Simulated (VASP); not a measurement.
# ZnCd2Te2S (Pmm2) in VASP: notebook, part 2 of 2

VASP 6.6.1. Earlier steps stand in the parts before.

## Step 3: Single point, PBE

This run uses another cell than the first one, of the same volume but with other edges.

File INCAR:

```
SYSTEM = ZnCd2Te2S
PREC     = Accurate       ! precision mode
ENCUT    = 520            ! plane-wave cutoff, eV
EDIFF    = 1E-7           ! SCF threshold, eV
ISMEAR   = 0              ! smearing method
SIGMA    = 0.1            ! smearing width, eV
LREAL    = .False.        ! projectors in reciprocal space
LASPH    = .True.         ! aspherical terms in the spheres
NELM     = 60             ! most SCF steps
ALGO     = Normal         ! electronic algorithm
ISIF     = 2              ! what is computed and relaxed
LWAVE    = .False.        ! write WAVECAR
LCHARG   = .True.         ! write CHGCAR
GGA      = PE             ! functional
LELF     = .True.         ! ELF
LVHAR    = .True.       
NBANDS   = 36             ! bands
```

File KPOINTS:

```
Automatic mesh
0
Gamma
  4 4 2
  0 0 0
```

File POSCAR:

```
ZnCd2Te2S
1.0
    3.6518248963      0.0000000000      0.0000000000
    0.0000000000      4.1864105741      0.0000000000
    0.0000000000      0.0000000000     10.6184863242
Zn Cd Te S
1 2 2 1
Direct
    0.5000000000      0.5000000000      0.1324825854
    0.5000000000      0.5000000000      0.8283861266
    0.5000000000      0.0000000000      0.4677146875
    0.0000000000      0.0000000000      1.0222970178
    0.0000000000      0.5000000000      0.3484087236
    0.5000000000      0.0000000000      0.7007108590
```

Potentials or basis: VASP PAW PBE potentials, release 64 (Zn, Cd, Te, S).

Run with:

```
> cat potpaw_PBE.64/Zn/POTCAR potpaw_PBE.64/Cd/POTCAR potpaw_PBE.64/Te/POTCAR potpaw_PBE.64/S/POTCAR > POTCAR
> mpirun -np 1 vasp_std > vasp.out
```

OUTCAR:

```text
SYSTEM = ZnCd2Te2S
   PREC = Accurate
   ENCUT = 520
   EDIFF = 1E-7
   ISMEAR = 0
   LREAL = .False.
   LASPH = .True.
   NELM = 60
   ISIF = 2
   GGA = PE

 ion  position               nearest neighbor table
   1  0.500  0.500  0.132-   5 2.93   5 2.93   4 3.01   4 3.01   4 3.01   4 3.01   2 3.23
   2  0.500  0.500  0.828-   6 2.49   6 2.49   1 3.23   4 3.46   4 3.46   4 3.46   4 3.46
   3  0.500  0.000  0.468-   6 2.47   5 3.05   5 3.05   5 3.05   5 3.05
   4  0.000  0.000  0.022-   1 3.01   1 3.01   1 3.01   1 3.01   2 3.46   2 3.46   2 3.46   2 3.46

   5  0.000  0.500  0.348-   1 2.93   1 2.93   3 3.05   3 3.05   3 3.05   3 3.05
   6  0.500  0.000  0.701-   3 2.47   2 2.49   2 2.49

  LATTYP: Found a simple orthorhombic cell.
 ALAT       =     3.6518248963
 B/A-ratio  =     1.1463886394
 C/A-ratio  =     2.9077205577

  Lattice vectors:

 A1 = (   3.6518248963,   0.0000000000,   0.0000000000)
 A2 = (   0.0000000000,   4.1864105741,   0.0000000000)
 A3 = (   0.0000000000,   0.0000000000,  10.6184863242)

Analysis of symmetry for initial positions (statically):
=====================================================================
 Subroutine PRICEL returns:
 Original cell was already a primitive cell.

 Routine SETGRP: Setting up the symmetry group for a
 simple orthorhombic supercell.

 Subroutine GETGRP returns: Found  4 space group operations
 (whereof  4 operations were pure point group operations)
 out of a pool of  8 trial point group operations.

The static configuration has the point symmetry C_2v.

Analysis of symmetry for dynamics (positions and initial velocities):
=====================================================================
 Subroutine PRICEL returns:
 Original cell was already a primitive cell.

 Routine SETGRP: Setting up the symmetry group for a
 simple orthorhombic supercell.

 Subroutine GETGRP returns: Found  4 space group operations
 (whereof  4 operations were pure point group operations)
 out of a pool of  8 trial point group operations.

The dynamic configuration has the point symmetry C_2v.

 Subroutine INISYM returns: Found  4 space group operations
 (whereof  4 operations are pure point group operations),
 and found     1 'primitive' translations

----------------------------------------------------------------------------------------

                                     Primitive cell

  volume of cell :     162.3358

  direct lattice vectors                    reciprocal lattice vectors
     3.651824896  0.000000000  0.000000000     0.273835693  0.000000000  0.000000000
     0.000000000  4.186410574  0.000000000     0.000000000  0.238868114  0.000000000
     0.000000000  0.000000000 10.618486324     0.000000000  0.000000000  0.094175381

  length of vectors
     3.651824896  4.186410574 10.618486324     0.273835693  0.238868114  0.094175381

  position of ions in fractional coordinates (direct lattice)
     0.500000000  0.500000000  0.132482585
     0.500000000  0.500000000  0.828386127
     0.500000000  0.000000000  0.467714687
     0.000000000  0.000000000  0.022297018
     0.000000000  0.500000000  0.348408724
     0.500000000  0.000000000  0.700710859

  ion indices of the primitive-cell ions
   primitive index   ion index
                 1           1
                 2           2
[... 33 lines left out ...]
  0.000000  0.000000  0.000000      1.000000
  0.250000  0.000000  0.000000      2.000000
  0.500000  0.000000  0.000000      1.000000
  0.000000  0.250000  0.000000      2.000000
  0.250000  0.250000  0.000000      4.000000
  0.500000  0.250000  0.000000      2.000000
[... 10 lines left out ...]
  0.250000  0.500000  0.500000      2.000000
  0.500000  0.500000  0.500000      1.000000
   k-points           NKPTS =     18   k-points in BZ     NKDIM =     18   number of bands    NBANDS=     36
   number of dos      NEDOS =    301   number of ions     NIONS =      6
   total plane-waves  NPLWV =  71680
   dimension x,y,z NGX =    28 NGY =   32 NGZ =   80
   dimension x,y,z NGXF=    56 NGYF=   64 NGZF=  160
   ions per type =               1   2   2   1
   NGX,Y,Z   is equivalent  to a cutoff of  12.75, 12.71, 12.53 a.u.
   NGXF,Y,Z  is equivalent  to a cutoff of  25.49, 25.41, 25.05 a.u.
 SYSTEM =  ZnCd2Te2S
   PREC   = accura    normal or accurate (medium, high low for compatibility)
   ISTART =      0    job   : 0-new  1-cont  2-samecut
   ICHARG =      2    charge: 1-file 2-atom 10-const
   ISPIN  =      1    spin polarized calculation?
   LNONCOLLINEAR =      F non collinear calculations
   LSORBIT =      F    spin-orbit coupling
   LASPH  =      T    aspherical Exc in radial PAW
   ENCUT  =  520.0 eV  38.22 Ry    6.18 a.u.   6.79  7.78 19.74*2*pi/ulx,y,z
   NELM   =     60;   NELMIN=  2; NELMDL= -5     # of ELM steps
   EDIFF  = 0.1E-06   stopping-criterion for ELM
   LREAL  =      F    real-space projection
   EDIFFG = 0.1E-05   stopping-criterion for IOM
   NSW    =      0    number of steps for IOM
   IBRION =     -1    ionic relax: 0-MD 1-quasi-New 2-CG
   NFREE  =      0    steps in history (QN), initial steepest desc. (CG)
   ISIF   =      2    stress and relaxation
   ISYM   =      2    0-nonsym 1-usesym 2-fastsym
   POTIM  = 0.5000    time-step for ionic-motion
   TEBEG  =    0.0;   TEEND  =   0.0 temperature during run
   PSTRESS=    0.0 pullay stress
   NELECT =      54.0000    total number of electrons
   NUPDOWN=      -1.0000    fix difference up-down
   EMIN   =  10.00;   EMAX   =-10.00  energy-range for DOS
   EFERMI =   0.00;   METHOD = LEGACY
   ISMEAR =     0;   SIGMA  =   0.10  broadening in eV -4-tet -1-fermi 0-gaus
   EFERMI_NEDOS =   21; number of points for ismear=-14 and -15
   IALGO  =     38    algorithm
   IMIX   =      4    mixing-type and parameters
     AMIX     =   0.40;   BMIX     =  1.00
     AMIX_MAG =   1.60;   BMIX_MAG =  1.00
  volume/ion in A,a.u.               =      27.06       182.58
  Fermi-wavevector in a.u.,A,eV,Ry     =   1.134317  2.143549 17.506292  1.286676
  Thomas-Fermi vector in A             =   2.271021
   LORBIT       =      0    0 simple, 1 ext, 2 COOP (PROOUT), +10 PAW based schemes
   GGA     = PE    functional components
   LHFCALC =     F    Hartree Fock is set to
   AEXX    =    0.0000 exact exchange contribution
   IVDW    =     0    specifies the selected vdW correction
   LEPSILON=     F    determine dielectric tensor
   LRPA    =     F    only Hartree local field effects (RPA)
 non-spin polarized calculation
 Gauss-broadening in eV      SIGMA  =   0.10
  energy-cutoff  :      520.00
  volume of cell :      162.34
 maximum number of plane-waves:      4396
 NGX is ok and might be reduce to    28

 number of electron      54.0000004 magnetization

 Free energy of the ion-electron system (eV)
  ---------------------------------------------------
  ext. energy  EPLUGINS =         0.00000000
  ---------------------------------------------------
  free energy    TOTEN  =       -13.59794099 eV

  energy without entropy =      -13.59172881  energy(sigma->0) =      -13.59483490

 E-fermi :   3.5583     XC(G=0):  -9.4141

 val. band max:        3.4177292904   @ k =   0.5000   0.0000   0.0000
 cond. band min:       3.5764572126   @ k =   0.0000   0.2500   0.0000
 fundamental gap:      0.1587279222
 Fermi energy:         3.5582702483

 k-point     1 :       0.0000    0.0000    0.0000
  band No.  band energies     occupation
      1      -9.1885      2.00000
      2      -8.5387      2.00000
      3      -8.0340      2.00000
      4      -5.4076      2.00000
      5      -5.3803      2.00000
      6      -5.2288      2.00000
[... 691 lines left out ...]
     35       8.7655      0.00000
     36       9.3411      0.00000

------------------------ aborting loop because EDIFF is reached ----------------------------------------

  FORCE on cell =-STRESS in cart. coord.  units (eV):
  Direction    XX          YY          ZZ          XY          YZ          ZX
  --------------------------------------------------------------------------------------
  -------------------------------------------------------------------------------------
  Total        0.0622528      0.0769088      0.0588128      0.0000000      0.0000000      0.0000000
  in kB        0.6144051      0.7590531      0.5804544      0.0000000      0.0000000      0.0000000
  external PRESSURE =       0.6513042 kB  Pullay stress =       0.0000000 kB

 VOLUME and BASIS-vectors are now :
 -----------------------------------------------------------------------------
  energy-cutoff  :      520.00
  volume of cell :      162.34
      direct lattice vectors                 reciprocal lattice vectors
     3.651824896  0.000000000  0.000000000     0.273835693  0.000000000  0.000000000
     0.000000000  4.186410574  0.000000000     0.000000000  0.238868114  0.000000000
     0.000000000  0.000000000 10.618486324     0.000000000  0.000000000  0.094175381

 POSITION                                       TOTAL-FORCE (eV/Angst)
 -----------------------------------------------------------------------------------
      1.82591      2.09321      1.40676         0.000000      0.000000      0.006874
      1.82591      2.09321      8.79621         0.000000      0.000000      0.020985
      1.82591      0.00000      4.96642         0.000000      0.000000     -0.045521
      0.00000      0.00000      0.23676         0.000000      0.000000      0.011009
      0.00000      2.09321      3.69957         0.000000      0.000000     -0.028250
      1.82591      0.00000      7.44049         0.000000      0.000000      0.034903
 -----------------------------------------------------------------------------------
    total drift:                                0.000000     -0.000000     -0.001629

  FREE ENERGIE OF THE ION-ELECTRON SYSTEM (eV)
  ---------------------------------------------------
  free  energy   TOTEN  =       -13.5979409933 eV

  energy  without entropy=      -13.5917288084  energy(sigma->0) =      -13.59483490
```

Wall time 97 s (1 thread of Intel Xeon Platinum 8488C (Sapphire Rapids), shared host); peak memory 0.31 GiB.

Results:

| Quantity | Value |
| --- | --- |
| Free energy | -13.5979 eV |
| Pressure | 0.1 GPa |
| Largest force | 0.046 eV/Å |
| Band gap on the k mesh | zero (bands 27 and 28 overlap by 1.61 eV) |

Forces on the atoms (eV/Å):
```
Zn   0.000  0.000  0.007
Cd   0.000  0.000  0.021
Cd   0.000  0.000 -0.046
Te   0.000  0.000  0.011
Te   0.000  0.000 -0.028
S    0.000  0.000  0.035
```

Caveat: the k points lie up to 0.43 Å⁻¹ apart, too coarse for converged energies and pressures of a metal; spin-orbit coupling is left out, which moves the levels of the heavy elements.

## Step 4: Single point, PBE

This run uses another cell than the first one, of 27.35 Å³/atom.

File INCAR:

```
SYSTEM = ZnCd2Te2S
  ALGO = Normal
  EDIFF = 1E-6
  ENCUT = 520
  GGA = PE
  ISIF = 2
  ISMEAR = 0
  LASPH = .TRUE.
  LCHARG = .FALSE.
  LREAL = .FALSE.
  LWAVE = .FALSE.
  NBANDS = 36
  NELM = 80
  PREC = Accurate
  SIGMA = 0.1
```

File KPOINTS:

```
k-points
0
G
  4 4 2
  0 0 0
```

File POSCAR:

```
ZnCd2Te2S
1.0
    4.5139606800      0.0000000000      0.0000000000
    0.0000000000      4.5811557500      0.0000000000
    0.0000000000      0.0000000000      7.9343443900
Zn Cd Te S
1 2 2 1
Direct
    0.5000000000      0.5000000000      0.1648619800
    0.5000000000      0.5000000000      0.8272050000
    0.5000000000      0.0000000000      0.3401650200
    0.0000000000      0.0000000000      0.9966070000
    0.0000000000      0.5000000000      0.5034500100
    0.5000000000      0.0000000000      0.6677109900
```

Run with:

```
> cat potpaw_PBE.64/Zn/POTCAR potpaw_PBE.64/Cd/POTCAR potpaw_PBE.64/Te/POTCAR potpaw_PBE.64/S/POTCAR > POTCAR
> mpirun -np 1 vasp_std > vasp.out
```

Run time: 81 s. Hardware: 1 thread of Intel Xeon Platinum 8488C (Sapphire Rapids), shared host; peak memory 0.32 GiB.

The run converged. Its results:

```yaml
Free_energy: -11.8167 eV
Pressure: -2.6 GPa
Largest_force: 0.870 eV/Å
Band_gap_on_the_k_mesh: zero (bands 27 and 28 overlap by 0.57 eV)
```

Forces on the atoms (eV/Å):
```
Zn   0.000  0.000  0.131
Cd   0.000  0.000 -0.339
Cd   0.000  0.000  0.335
Te   0.000  0.000  0.711
Te   0.000  0.000 -0.870
S    0.000  0.000  0.032
```

Stress tensor (GPa, compression positive):
```
-4.09  0.00  0.00
 0.00 -2.22  0.00
 0.00  0.00 -1.47
```

Levels at points of the mesh, in eV from the Fermi level:
```
           k point  band 24  band 25  band 26  band 27  band 28  band 29  band 30  band 31
(0.00, 0.00, 0.00)    -0.89    -0.82    -0.59    -0.16    -0.01     0.93     2.20     3.34
(0.50, 0.00, 0.00)    -1.01    -0.71    -0.29    -0.27    -0.12     1.13     2.17     2.40
(0.00, 0.50, 0.00)    -1.48    -1.19    -0.70    -0.34     0.89     1.06     2.04     3.62
(0.50, 0.50, 0.00)    -2.65    -2.01    -1.83    -1.49     0.77     1.13     1.92     4.24
(0.00, 0.00, 0.50)    -1.39    -1.37    -1.08     0.21     0.41     0.61     2.96     3.57
(0.50, 0.00, 0.50)    -1.94    -0.59    -0.42    -0.25    -0.05     1.24     2.00     2.97
(0.00, 0.50, 0.50)    -1.79    -0.65    -0.51    -0.19     0.58     1.09     1.96     3.06
(0.50, 0.50, 0.50)    -1.90    -0.73    -0.67    -0.51    -0.36    -0.20     1.00     2.64
```

Caveat: the k points lie up to 0.40 Å⁻¹ apart, too coarse for converged energies and pressures of a metal; semilocal functionals underestimate gaps, and a narrow one can read as zero; spin-orbit coupling is left out, which moves the levels of the heavy elements.

## Step 5: Overview

```tsv
cell	k mesh	gap on the mesh (eV)	pressure (GPa)	largest force (eV/Å)
a = 3.755, b = 4.115, c = 10.522 Å, 6 atoms, atomic positions A	6 × 4 × 2	none	0.0	0.06
a = 3.652, b = 4.186, c = 10.618 Å, 6 atoms, atomic positions B	4 × 4 × 2	none	0.1	0.05
a = 4.514, b = 4.581, c = 7.934 Å, 6 atoms, atomic positions C	4 × 4 × 2	none	-2.6	0.87
```

Alike in all rows: task single point; level PBE; potentials or basis VASP PAW PBE potentials, release 64 (Zn, Cd, Te, S); no spin polarisation; cutoff (eV) 520; smearing gaussian 0.1 eV.

Caveats: all runs use coarse meshes; spin-orbit coupling is left out, which moves the levels of the heavy elements; semilocal functionals underestimate gaps, and a narrow one can read as zero (at least some runs).

Absolute energies hang on the potentials; compare differences alone.

The gap in the log of VASP goes by the Fermi energy; the results here count the filled bands.